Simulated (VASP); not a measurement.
Input of a VASP 6.6.1 run:

INCAR

```
SYSTEM = SiO2
PREC = Accurate
ENCUT = 520
EDIFF = 1E-6
ISMEAR = -1
SIGMA = 0.03
LREAL = .False.
LASPH = .True.
NELM = 100
ALGO = Normal
ISIF = 2
LWAVE = .False.
LCHARG = .False.
GGA = PE
NBANDS = 25
```

Contents of KPOINTS:

```
Automatic mesh
0
Gamma
  7 7 7
  0 0 0
```

POSCAR

```
SiO2
1.0
   -2.3419643100      2.3419643100      3.6933992025
    2.3419643100     -2.3419643100      3.6933992025
    2.3419643100      2.3419643100     -3.6933992025
Si O
2 4
Direct
    0.0000000000      0.0000000000      0.0000000000
    0.7500000000      0.2500000000      0.5000000000
    0.9983800000      0.6250000000      0.8733800000
    0.3750000000      0.2483800000      0.3733800000
    0.7516200000      0.1250000000      0.1266200000
    0.8750000000      0.0016200000      0.6266200000
```

Potentials or basis: VASP PAW PBE potentials, release 64 (Si, O).

The run is started by

```sh
$ cat potpaw_PBE.64/Si/POTCAR potpaw_PBE.64/O/POTCAR > POTCAR
$ mpirun -np 1 vasp_std > vasp.out
```

Problem. What does it give for the pressure?

Solution. 11.5 GPa.

Problem. Estimate the band gap on the k mesh.

Solution. 6.31 eV.

Problem. Predict the largest force.

Solution. 0.695 eV/Å.

Stress tensor (GPa, compression positive):
```
12.03  0.00  0.00
 0.00 12.03  0.00
 0.00  0.00 10.39
```

Caveat: the cell stands under pressure; an odd mesh through Γ misses points on the zone boundary, where band edges can lie.
